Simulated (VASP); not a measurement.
# PbS (Fm-3m) in VASP: further runs

Runs on PbS. Level: PBE. Tasks: single point, relaxation of cell and atoms.

Everything below comes from runs of VASP 6.6.1. Logs are shortened: lines on timing, memory, paths and dates and some standing lists are left out, and cuts for length are marked.

**1. The cell of the first run**

The structure is cubic, space group Fm-3m (No. 225). The conventional cell has a = 5.930 Å, b = 5.930 Å, c = 5.930 Å, α = 90.00°, β = 90.00°, γ = 90.00°. Within 3.9 Å of Pb (site symmetry m-3m) lie 6 S at 2.97 Å. S (site symmetry m-3m) has 6 Pb at 2.97 Å within 3.9 Å.

**2. Single point, PBE**

File INCAR:

```
ALGO = Normal
EDIFF = 1E-7
ENCUT = 520
GGA = PE
ISIF = 2
ISMEAR = 0
LASPH = True
LCHARG = False
LREAL = False
LWAVE = False
NBANDS = 17
NELM = 100
PREC = Accurate
SIGMA = 0.1
```

File KPOINTS:

```
k-points
0
Gamma
  6 6 6
```

File POSCAR:

```
PbS
1.0
    0.0000000000      2.9650006778      2.9650006778
    2.9650006778      0.0000000000      2.9650006778
    2.9650006778      2.9650006778      0.0000000000
Pb S
1 1
Direct
    0.5000000000      0.5000000000      0.5000000000
    0.0000000000      0.0000000000      0.0000000000
```

Potentials or basis: VASP PAW PBE potentials, release 64 (Pb_d, S).

The run is started by

```console
$ cat potpaw_PBE.64/Pb_d/POTCAR potpaw_PBE.64/S/POTCAR > POTCAR
$ mpirun -np 1 vasp_std > vasp.out
```

OUTCAR:

```text
EDIFF = 1E-7
   ENCUT = 520
   GGA = PE
   ISIF = 2
   ISMEAR = 0
   LASPH = True
   LREAL = False
   NELM = 100
   PREC = Accurate

 ion  position               nearest neighbor table
   1  0.500  0.500  0.500-   2 2.97   2 2.97   2 2.97   2 2.97   2 2.97   2 2.97
   2  0.000  0.000  0.000-   1 2.97   1 2.97   1 2.97   1 2.97   1 2.97   1 2.97

  LATTYP: Found a face centered cubic cell.
 ALAT       =     5.9300013556

  Lattice vectors:

 A1 = (   0.0000000000,   2.9650006778,   2.9650006778)
 A2 = (   2.9650006778,   0.0000000000,   2.9650006778)
 A3 = (   2.9650006778,   2.9650006778,   0.0000000000)

Analysis of symmetry for initial positions (statically):
=====================================================================
 Subroutine PRICEL returns:
 Original cell was already a primitive cell.

 Routine SETGRP: Setting up the symmetry group for a
 face centered cubic supercell.

 Subroutine GETGRP returns: Found 48 space group operations
 (whereof 48 operations were pure point group operations)
 out of a pool of 48 trial point group operations.

The static configuration has the point symmetry O_h .

Analysis of symmetry for dynamics (positions and initial velocities):
=====================================================================
 Subroutine PRICEL returns:
 Original cell was already a primitive cell.

 Routine SETGRP: Setting up the symmetry group for a
 face centered cubic supercell.

 Subroutine GETGRP returns: Found 48 space group operations
 (whereof 48 operations were pure point group operations)
 out of a pool of 48 trial point group operations.

The dynamic configuration has the point symmetry O_h .

 Subroutine INISYM returns: Found 48 space group operations
 (whereof 48 operations are pure point group operations),
 and found     1 'primitive' translations

----------------------------------------------------------------------------------------

                                     Primitive cell

  volume of cell :      52.1320

  direct lattice vectors                    reciprocal lattice vectors
     0.000000000  2.965000678  2.965000678    -0.168634026  0.168634026  0.168634026
     2.965000678  0.000000000  2.965000678     0.168634026 -0.168634026  0.168634026
     2.965000678  2.965000678  0.000000000     0.168634026  0.168634026 -0.168634026

  length of vectors
     4.193144171  4.193144171  4.193144171     0.292082700  0.292082700  0.292082700

  position of ions in fractional coordinates (direct lattice)
     0.500000000  0.500000000  0.500000000
     0.000000000  0.000000000  0.000000000
[... 68 lines left out ...]
   EDIFF  = 0.1E-06   stopping-criterion for ELM
   LREAL  =      F    real-space projection
   EDIFFG = 0.1E-05   stopping-criterion for IOM
   NSW    =      0    number of steps for IOM
   IBRION =     -1    ionic relax: 0-MD 1-quasi-New 2-CG
   NFREE  =      0    steps in history (QN), initial steepest desc. (CG)
   ISIF   =      2    stress and relaxation
   ISYM   =      2    0-nonsym 1-usesym 2-fastsym
   POTIM  = 0.5000    time-step for ionic-motion
   TEBEG  =    0.0;   TEEND  =   0.0 temperature during run
   PSTRESS=    0.0 pullay stress
   NELECT =      20.0000    total number of electrons
   NUPDOWN=      -1.0000    fix difference up-down
   EMIN   =  10.00;   EMAX   =-10.00  energy-range for DOS
   EFERMI =   0.00;   METHOD = LEGACY
   ISMEAR =     0;   SIGMA  =   0.10  broadening in eV -4-tet -1-fermi 0-gaus
   EFERMI_NEDOS =   21; number of points for ismear=-14 and -15
   IALGO  =     38    algorithm
   IMIX   =      4    mixing-type and parameters
     AMIX     =   0.40;   BMIX     =  1.00
     AMIX_MAG =   1.60;   BMIX_MAG =  1.00
  volume/ion in A,a.u.               =      26.07       175.90
  Fermi-wavevector in a.u.,A,eV,Ry     =   1.189552  2.247927 19.252700  1.415034
  Thomas-Fermi vector in A             =   2.325657
   LORBIT       =      0    0 simple, 1 ext, 2 COOP (PROOUT), +10 PAW based schemes
   GGA     = PE    functional components
   LHFCALC =     F    Hartree Fock is set to
   AEXX    =    0.0000 exact exchange contribution
   IVDW    =     0    specifies the selected vdW correction
   LEPSILON=     F    determine dielectric tensor
   LRPA    =     F    only Hartree local field effects (RPA)
 non-spin polarized calculation
 Gauss-broadening in eV      SIGMA  =   0.10
  energy-cutoff  :      520.00
  volume of cell :       52.13
 maximum number of plane-waves:      1420
   NGX = 15   NGY = 15   NGZ = 15

 number of electron      19.9999998 magnetization

 Free energy of the ion-electron system (eV)
  ---------------------------------------------------
  ext. energy  EPLUGINS =         0.00000000
  ---------------------------------------------------
  free energy    TOTEN  =        -8.75704011 eV

  energy without entropy =       -8.75696208  energy(sigma->0) =       -8.75700110

 E-fermi :   6.0129     XC(G=0):  -9.6868

 val. band max:        5.8315544096   @ k =   0.5000   0.0000   0.0000
 cond. band min:       6.1941948619   @ k =   0.5000   0.0000   0.0000
 fundamental gap:      0.3626404524
 Fermi energy:         6.0128746400

 k-point     1 :       0.0000    0.0000    0.0000
  band No.  band energies     occupation
      1     -10.9923      2.00000
      2     -10.9923      2.00000
      3     -10.9923      2.00000
      4     -10.9760      2.00000
      5     -10.9760      2.00000
      6      -7.7744      2.00000
[... 297 lines left out ...]
      4     -10.9538      2.00000
      5     -10.9312      2.00000
      6      -6.0701      2.00000
[... 9 lines left out ...]
     16      17.6768      0.00000
     17      18.0845      0.00000

------------------------ aborting loop because EDIFF is reached ----------------------------------------

  FORCE on cell =-STRESS in cart. coord.  units (eV):
  Direction    XX          YY          ZZ          XY          YZ          ZX
  --------------------------------------------------------------------------------------
  -------------------------------------------------------------------------------------
  Total        0.7103653      0.7103653      0.7103653     -0.0000000      0.0000000      0.0000000
  in kB       21.8317178     21.8317178     21.8317178     -0.0000000      0.0000000      0.0000000
  external PRESSURE =      21.8317178 kB  Pullay stress =       0.0000000 kB

 VOLUME and BASIS-vectors are now :
 -----------------------------------------------------------------------------
  energy-cutoff  :      520.00
  volume of cell :       52.13
      direct lattice vectors                 reciprocal lattice vectors
     0.000000000  2.965000678  2.965000678    -0.168634026  0.168634026  0.168634026
     2.965000678  0.000000000  2.965000678     0.168634026 -0.168634026  0.168634026
     2.965000678  2.965000678  0.000000000     0.168634026  0.168634026 -0.168634026

 POSITION                                       TOTAL-FORCE (eV/Angst)
 -----------------------------------------------------------------------------------
      2.96500      2.96500      2.96500         0.000000     -0.000000      0.000000
      0.00000      0.00000      0.00000         0.000000      0.000000      0.000000
 -----------------------------------------------------------------------------------
    total drift:                                0.000000     -0.000000      0.000000

  FREE ENERGIE OF THE ION-ELECTRON SYSTEM (eV)
  ---------------------------------------------------
  free  energy   TOTEN  =        -8.7570401089 eV

  energy  without entropy=       -8.7569620846  energy(sigma->0) =       -8.75700110
```

OSZICAR:

```text
N       E                     dE             d eps       ncg     rms          rms(c)
DAV:   1     0.152837253311E+03    0.15284E+03   -0.98491E+03   544   0.125E+03
DAV:   2     0.315240158558E+01   -0.14968E+03   -0.14452E+03   569   0.312E+02
DAV:   3    -0.892132629729E+01   -0.12074E+02   -0.11931E+02   707   0.892E+01
DAV:   4    -0.922831197094E+01   -0.30699E+00   -0.30663E+00   670   0.154E+01
DAV:   5    -0.923757863335E+01   -0.92667E-02   -0.92656E-02   789   0.280E+00    0.461E+00
DAV:   6    -0.875291614811E+01    0.48466E+00   -0.13811E+00   855   0.795E+00    0.325E+00
DAV:   7    -0.875377690080E+01   -0.86075E-03   -0.14515E-01   653   0.190E+00    0.189E+00
DAV:   8    -0.875747359046E+01   -0.36967E-02   -0.17306E-02   632   0.141E+00    0.302E-01
DAV:   9    -0.875684111343E+01    0.63248E-03   -0.37195E-03   844   0.536E-01    0.812E-02
DAV:  10    -0.875703090574E+01   -0.18979E-03   -0.38261E-04   618   0.117E-01    0.545E-02
DAV:  11    -0.875703941111E+01   -0.85054E-05   -0.54736E-05   774   0.796E-02    0.130E-02
DAV:  12    -0.875704008280E+01   -0.67169E-06   -0.45234E-06   746   0.231E-02    0.335E-03
DAV:  13    -0.875704010894E+01   -0.26143E-07   -0.23438E-07   690   0.419E-03
   1 F= -.87570401E+01 E0= -.87570011E+01  d E =-.780244E-04
```

stdout:

```text
POSCAR found type information on POSCAR PbS
 POSCAR found :  2 types and       2 ions
 scaLAPACK will be used
 LDA part: xc-table for (Slater+PW92), standard interpolation
 POSCAR, INCAR and KPOINTS ok, starting setup
 FFT: planning ... GRIDC
 FFT: planning ... GRID_SOFT
 FFT: planning ... GRID
 WAVECAR not read
 entering main loop
```

Wall time 6.2 s (1 thread of Intel Xeon 6975P-C (Granite Rapids), shared host); peak memory 0.17 GiB.

What came out:

| Property | Result |
| --- | --- |
| Free energy | -8.7570 eV |
| Pressure | 2.2 GPa |
| Band gap on the k mesh | 0.36 eV |

Levels at points of the mesh, in eV from the valence-band top:
```csv
k point,band 7,band 8,band 9,band 10,band 11,band 12,band 13,band 14
"(0.00, 0.00, 0.00)",-6.04,-2.18,-2.18,-2.18,5.22,5.22,5.22,6.73
"(0.50, 0.00, 0.00)",-8.85,-1.79,-1.79,0.00,0.36,1.96,1.96,8.66
"(0.50, 0.50, 0.00)",-7.20,-5.20,-3.45,-3.45,3.86,5.58,5.69,5.69
```

Caveat: spin-orbit coupling is left out, which moves the levels of the heavy elements. A k mesh can miss the band edges.

[end of part 1 of 3]
